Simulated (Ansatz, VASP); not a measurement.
Si4IrPd: VASP beside Ansatz

```
Si Pd Ir
1.0
     3.89688   -3.90599    0.00000
     3.89688    3.90599    0.00000
     0.00000    0.00000    3.68737
Si Pd Ir
4 1 1
Direct
  0.80519 0.80519 0.00000
  0.19481 0.19481 0.00000
  0.30034 0.69966 0.50000
  0.69966 0.30034 0.50000
  0.50000 0.50000 0.00000
  0.00000 0.00000 0.50000
```

Change from the starting cell: species swapped into the VSnO4 type (Cmmm, No. 65).

Alike in both runs: functional PBE; k mesh 4 × 4 × 5; occupations gaussian, width 0.2 eV; no spin polarisation.

Ansatz relaxed the structure, and its values are those at the end. VASP's run is a single point on that final structure, the one shown.

|  | VASP | Ansatz |
| --- | --- | --- |
| version | VASP 6.6.1 | Ansatz 0.2.0 |
| potentials or method | VASP PAW PBE potentials, release 64 (Si, Pd, Ir), cutoff 500 eV | scalar-relativistic, plane waves, PAW |
| valence electrons in the cell | 35 | 51 |

Ansatz gave:

```
gap on the k mesh at the Fermi level (eV) : none
pressure (GPa)                            : 0.2
rms of the force components (eV/Å)        : 0.008
```

Estimate VASP's values.

gap on the k mesh at the Fermi level (eV): none; pressure (GPa): 0.2; rms of the force components (eV/Å): 0.003.

A gap of «none» marks a metal or a gap that the smearing closes. The functional is the same, so the differences come from potentials, cutoffs and numerics. VASP's potentials hold 35 valence electrons a cell and Ansatz's 51, so a difference there can come from the potentials and not from the codes.

Spin-orbit coupling is off throughout.
